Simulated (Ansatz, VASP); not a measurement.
Two plane-wave programs on Ba

```
CELL_PARAMETERS angstrom
4.49211 0.00000 0.00000
-2.24606 3.89028 0.00000
0.00000 0.00000 14.67123
ATOMIC_POSITIONS crystal
Ba 0.00000 0.00000 0.00000
Ba 0.00000 0.00000 0.50000
Ba 0.33333 0.66667 0.25000
Ba 0.66667 0.33333 0.75000
```

Alike in both runs: functional PBE; k mesh 8 × 8 × 3; occupations fermi-dirac, width 0.1 eV; no spin polarisation.

Ansatz relaxed the structure, and its values are those at the end. VASP's run is a single point on that final structure, the one shown.

|  | VASP | Ansatz |
| --- | --- | --- |
| version | VASP 6.6.1 | Ansatz 0.2.0 |
| potentials or method | VASP PAW PBE potentials, release 64 (Ba_sv), cutoff 520 eV | plane waves (420 eV) with PAW, scalar-relativistic |
| valence electrons in the cell | 40 | 40 |

```csv
,VASP,Ansatz,Ansatz less VASP
pressure (GPa),0.0,0.0,-0.05
```

The functional is the same, so the differences come from potentials, cutoffs and numerics.

Neither program's run includes spin-orbit coupling.
